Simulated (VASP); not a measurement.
# NaS7 (Fm-3m) in VASP: single point with PBE

Aim: the single point of NaS7 with PBE.

Program: VASP 6.6.1. These are calculated values, not measurements. Logs are shortened: lines on timing, memory, paths and dates and some standing lists are left out, and cuts for length are marked.

## (1) The cell of the first run

The structure is cubic, space group Fm-3m (No. 225). Conventional cell: a = 8.967 Å, b = 8.967 Å, c = 8.967 Å, α = 90.00°, β = 90.00°, γ = 90.00°. Na (site symmetry m-3m) has 12 S at 3.17 Å within 4.2 Å. S (site symmetry mmm) has 2 Na at 3.17 Å and 10 S at 3.17 Å within 4.2 Å. Within 4.2 Å of S (site symmetry m-3m) lie 12 S at 3.17 Å.

The cell was generated, and may not be a known phase.

## (2) Single point, PBE

Contents of INCAR:

```
PREC = Accurate ; ENCUT = 520
EDIFF = 1E-7 ; ISMEAR = 0
SIGMA = 0.1 ; LREAL = F
LASPH = T ; NELM = 100
ALGO = Normal ; ISIF = 2
LWAVE = F ; LCHARG = F
GGA = PE ; NBANDS = 34
```

Contents of KPOINTS:

```
regular mesh
0
Gamma
  4 4 4
```

Contents of POSCAR:

```
NaS7
1.0
    0.0000000000      4.4835209400      4.4835209400
    4.4835209400      0.0000000000      4.4835209400
    4.4835209400      4.4835209400      0.0000000000
Na S
1 7
Direct
    0.5000000000      0.5000000000      0.5000000000
    0.5000000000      0.0000000000      0.0000000000
    0.0000000000      0.5000000000      0.5000000000
    0.0000000000      0.5000000000      0.0000000000
    0.5000000000      0.0000000000      0.5000000000
    0.0000000000      0.0000000000      0.5000000000
    0.5000000000      0.5000000000      0.0000000000
    0.0000000000      0.0000000000      0.0000000000
```

Potentials or basis: VASP PAW PBE potentials, release 64 (Na_pv, S).

Run with:

```console
cat potpaw_PBE.64/Na_pv/POTCAR potpaw_PBE.64/S/POTCAR > POTCAR
mpirun -np 1 vasp_std > vasp.out
```

OUTCAR:

```text
PREC = Accurate
   ENCUT = 520
   EDIFF = 1E-7
   ISMEAR = 0
   LREAL = F
   LASPH = T
   NELM = 100
   ISIF = 2
   GGA = PE

 ion  position               nearest neighbor table
   1  0.500  0.500  0.500-
   2  0.500  0.000  0.000-
   3  0.000  0.500  0.500-
   4  0.000  0.500  0.000-
   5  0.500  0.000  0.500-
   6  0.000  0.000  0.500-
   7  0.500  0.500  0.000-
   8  0.000  0.000  0.000-

  LATTYP: Found a face centered cubic cell.
 ALAT       =     8.9670418800

  Lattice vectors:

 A1 = (   0.0000000000,   4.4835209400,   4.4835209400)
 A2 = (   4.4835209400,   0.0000000000,   4.4835209400)
 A3 = (   4.4835209400,   4.4835209400,   0.0000000000)

Analysis of symmetry for initial positions (statically):
=====================================================================
 Subroutine PRICEL returns:
 Original cell was already a primitive cell.

 Routine SETGRP: Setting up the symmetry group for a
 face centered cubic supercell.

 Subroutine GETGRP returns: Found 48 space group operations
 (whereof 48 operations were pure point group operations)
 out of a pool of 48 trial point group operations.

The static configuration has the point symmetry O_h .

Analysis of symmetry for dynamics (positions and initial velocities):
=====================================================================
 Subroutine PRICEL returns:
 Original cell was already a primitive cell.

 Routine SETGRP: Setting up the symmetry group for a
 face centered cubic supercell.

 Subroutine GETGRP returns: Found 48 space group operations
 (whereof 48 operations were pure point group operations)
 out of a pool of 48 trial point group operations.

The dynamic configuration has the point symmetry O_h .

 Subroutine INISYM returns: Found 48 space group operations
 (whereof 48 operations are pure point group operations),
 and found     1 'primitive' translations

----------------------------------------------------------------------------------------

[... 84 lines left out ...]
   LASPH  =      T    aspherical Exc in radial PAW
   ENCUT  =  520.0 eV  38.22 Ry    6.18 a.u.  11.79 11.79 11.79*2*pi/ulx,y,z
   NELM   =    100;   NELMIN=  2; NELMDL= -5     # of ELM steps
   EDIFF  = 0.1E-06   stopping-criterion for ELM
   LREAL  =      F    real-space projection
   EDIFFG = 0.1E-05   stopping-criterion for IOM
   NSW    =      0    number of steps for IOM
   IBRION =     -1    ionic relax: 0-MD 1-quasi-New 2-CG
   NFREE  =      0    steps in history (QN), initial steepest desc. (CG)
   ISIF   =      2    stress and relaxation
   ISYM   =      2    0-nonsym 1-usesym 2-fastsym
   POTIM  = 0.5000    time-step for ionic-motion
   TEBEG  =    0.0;   TEEND  =   0.0 temperature during run
   PSTRESS=    0.0 pullay stress
   NELECT =      49.0000    total number of electrons
   NUPDOWN=      -1.0000    fix difference up-down
   EMIN   =  10.00;   EMAX   =-10.00  energy-range for DOS
   EFERMI =   0.00;   METHOD = LEGACY
   ISMEAR =     0;   SIGMA  =   0.10  broadening in eV -4-tet -1-fermi 0-gaus
   EFERMI_NEDOS =   21; number of points for ismear=-14 and -15
   IALGO  =     38    algorithm
   IMIX   =      4    mixing-type and parameters
     AMIX     =   0.40;   BMIX     =  1.00
     AMIX_MAG =   1.60;   BMIX_MAG =  1.00
  volume/ion in A,a.u.               =      22.53       152.05
  Fermi-wavevector in a.u.,A,eV,Ry     =   1.060501  2.004056 15.301954  1.124662
  Thomas-Fermi vector in A             =   2.195884
   LORBIT       =      0    0 simple, 1 ext, 2 COOP (PROOUT), +10 PAW based schemes
   GGA     = PE    functional components
   LHFCALC =     F    Hartree Fock is set to
   AEXX    =    0.0000 exact exchange contribution
   IVDW    =     0    specifies the selected vdW correction
   LEPSILON=     F    determine dielectric tensor
   LRPA    =     F    only Hartree local field effects (RPA)
 non-spin polarized calculation
 Gauss-broadening in eV      SIGMA  =   0.10
  energy-cutoff  :      520.00
  volume of cell :      180.26
 maximum number of plane-waves:      4909
   NGX = 23   NGY = 23   NGZ = 23

 number of electron      49.0000008 magnetization

 Free energy of the ion-electron system (eV)
  ---------------------------------------------------
  ext. energy  EPLUGINS =         0.00000000
  ---------------------------------------------------
  free energy    TOTEN  =       -21.58977004 eV

  energy without entropy =      -21.54588789  energy(sigma->0) =      -21.56782897

 E-fermi :   2.7051     XC(G=0):  -9.2590

 val. band max:        2.6776402973   @ k =   0.0000   0.0000   0.0000
 cond. band min:       2.7532330724   @ k =  -0.2500   0.2500   0.0000
 fundamental gap:      0.0755927751
 Fermi energy:         2.7051431781

 k-point     1 :       0.0000    0.0000    0.0000
  band No.  band energies     occupation
      1     -20.2060      2.00000
      2     -20.2060      2.00000
      3     -20.2060      2.00000
      4     -10.8909      2.00000
      5      -8.9323      2.00000
      6      -8.9323      2.00000
[... 285 lines left out ...]
     33      10.0278      0.00000
     34      10.0278      0.00000

------------------------ aborting loop because EDIFF is reached ----------------------------------------

  FORCE on cell =-STRESS in cart. coord.  units (eV):
  Direction    XX          YY          ZZ          XY          YZ          ZX
  --------------------------------------------------------------------------------------
  -------------------------------------------------------------------------------------
  Total      -11.7039345    -11.7039345    -11.7039345      0.0000000      0.0000000      0.0000000
  in kB     -104.0291052   -104.0291052   -104.0291052      0.0000000      0.0000000      0.0000000
  external PRESSURE =    -104.0291052 kB  Pullay stress =       0.0000000 kB

 VOLUME and BASIS-vectors are now :
 -----------------------------------------------------------------------------
  energy-cutoff  :      520.00
  volume of cell :      180.26
      direct lattice vectors                 reciprocal lattice vectors
     0.000000000  4.483520940  4.483520940    -0.111519497  0.111519497  0.111519497
     4.483520940  0.000000000  4.483520940     0.111519497 -0.111519497  0.111519497
     4.483520940  4.483520940  0.000000000     0.111519497  0.111519497 -0.111519497

 POSITION                                       TOTAL-FORCE (eV/Angst)
 -----------------------------------------------------------------------------------
      4.48352      4.48352      4.48352         0.000000     -0.000000      0.000000
      0.00000      2.24176      2.24176        -0.000000     -0.000000      0.000000
      4.48352      2.24176      2.24176        -0.000000      0.000000     -0.000000
      2.24176      0.00000      2.24176         0.000000     -0.000000      0.000000
      2.24176      4.48352      2.24176        -0.000000     -0.000000     -0.000000
      2.24176      2.24176      0.00000         0.000000     -0.000000      0.000000
      2.24176      2.24176      4.48352        -0.000000      0.000000      0.000000
      0.00000      0.00000      0.00000        -0.000000      0.000000     -0.000000
 -----------------------------------------------------------------------------------
    total drift:                                0.000000      0.000000      0.000000

  FREE ENERGIE OF THE ION-ELECTRON SYSTEM (eV)
  ---------------------------------------------------
  free  energy   TOTEN  =       -21.5897700405 eV

  energy  without entropy=      -21.5458878932  energy(sigma->0) =      -21.56782897
```

Run time: 74 s. Hardware: 1 thread of AMD EPYC 7R13 (Zen 3), shared host; peak memory 0.29 GiB.

Results:

| Quantity | Value |
| --- | --- |
| Free energy | -21.5898 eV |
| Pressure | -10.4 GPa |
| Band gap on the k mesh | zero (an odd number of electrons rules out a gap without spin polarisation) |

Levels at points of the mesh, in eV from the Fermi level:
```csv
k point,band 21,band 22,band 23,band 24,band 25,band 26,band 27,band 28
"(0.00, 0.00, 0.00)",-0.03,-0.03,-0.03,0.96,0.96,0.98,0.98,0.98
"(0.50, 0.00, 0.00)",-1.27,-1.22,-1.22,0.07,0.11,0.12,0.12,0.79
"(0.50, 0.50, 0.00)",-1.50,-1.50,-1.39,-1.32,-1.32,0.40,0.40,0.66
```

Caveat: the cell stands under tension.

The gap in the log of VASP goes by the Fermi energy; the results here count the filled bands.